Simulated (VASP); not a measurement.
A run of VASP 6.6.1 is set up as follows.

Contents of POSCAR:

```
CdSe
1.0
    4.3395930260      0.0000000000      0.0000000000
   -2.1697965130      3.7581978026      0.0000000000
    0.0000000000      0.0000000000      7.0758057469
Cd Se
2 2
Direct
    0.3333333333      0.6666666667     -0.0004322225
    0.6666666667      0.3333333333      0.4995677775
    0.3333333333      0.6666666667      0.3754322225
    0.6666666667      0.3333333333      0.8754322225
```

File INCAR.step1:

```
ALGO = Normal
EDIFF = 1E-5
EDIFFG = -0.005
ENCUT = 550
GGA = PE
GGA_COMPAT = False
IBRION = 2
ISIF = 3
ISMEAR = 0
LASPH = True
LCHARG = False
LREAL = False
LWAVE = True
NELM = 120
NELMIN = 4
NSW = 100
PREC = Accurate
SIGMA = 0.02
```

INCAR.step2

```
ALGO = Normal
EDIFF = 1E-7
EDIFFG = -0.01
ENCUT = 550
GGA_COMPAT = False
IBRION = 2
ISIF = 3
ISMEAR = 0
ISTART = 1
LASPH = True
LCHARG = False
LMIXTAU = True
LREAL = False
LWAVE = False
METAGGA = R2SCAN
NELM = 120
NELMIN = 4
NSW = 80
PREC = Accurate
SIGMA = 0.02
```

KPOINTS

```
k-points
0
Gamma
  6 6 4
```

Potentials or basis: VASP PAW PBE potentials, release 64 (Cd, Se).

The run is started by

```sh
$ cat potpaw_PBE.64/Cd/POTCAR potpaw_PBE.64/Se/POTCAR > POTCAR
$ cp INCAR.step1 INCAR
$ mpirun -np 1 vasp_std > vasp.out
$ cp INCAR.step2 INCAR
$ mpirun -np 1 vasp_std > vasp.out
```

Estimate the relaxed cell.

a = 4.347 Å, b = 4.347 Å, c = 7.088 Å, α = 90.00°, β = 90.00°, γ = 120.00°.

Estimate the relaxed volume.

28.99 Å³/atom.

Final structure:
```
Cd Se
1.0
     4.34654    0.00000    0.00000
    -2.17327    3.76422    0.00000
     0.00000    0.00000    7.08776
Cd Se
2 2
Direct
  0.33333 0.66667 0.99956
  0.66667 0.33333 0.49956
  0.33333 0.66667 0.37544
  0.66667 0.33333 0.87544
```

Caveat: the PAW data sets were made with another functional, which shifts forces and pressure a little.
